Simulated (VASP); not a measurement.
A run of VASP 6.6.1 is set up as follows.

Contents of INCAR:

```
SYSTEM = BeS
ALGO = Normal
EDIFF = 1E-6
ENCUT = 520
GGA = PS
ISIF = 2
ISMEAR = 0
LASPH = .TRUE.
LCHARG = .FALSE.
LREAL = .FALSE.
LWAVE = .FALSE.
NBANDS = 11
NELM = 100
PREC = Accurate
SIGMA = 0.05
```

Contents of KPOINTS:

```
k-points
0
G
  10 10 10
  0 0 0
```

File POSCAR:

```
BeS
1.0
    0.0000000000      2.5838014961      2.4233741288
    2.4233741288      0.0000000000      2.4233741288
    2.4233741288      2.5838014961      0.0000000000
Be S
1 1
Direct
    0.0000000000      0.0000000000      0.0000000000
    0.7500000000      0.7500000000      0.7500000000
```

Potentials or basis: VASP PAW PBE potentials, release 64 (Be, S).

Run with:

```bash
$ cat potpaw_PBE.64/Be/POTCAR potpaw_PBE.64/S/POTCAR > POTCAR
$ mpirun -np 1 vasp_std > vasp.out
```

**Question.** Predict the band gap on the k mesh.

**Answer.** 2.79 eV, indirect (least direct gap 5.05 eV).

**Question.** Predict the pressure.

**Answer.** -5.8 GPa.

Stress tensor (GPa, compression positive):
```
 -3.68   0.00   0.00
  0.00 -10.11   0.00
  0.00   0.00  -3.68
```

Caveat: the PAW data sets were made with another functional, which shifts forces and pressure a little. A k mesh can miss the band edges.
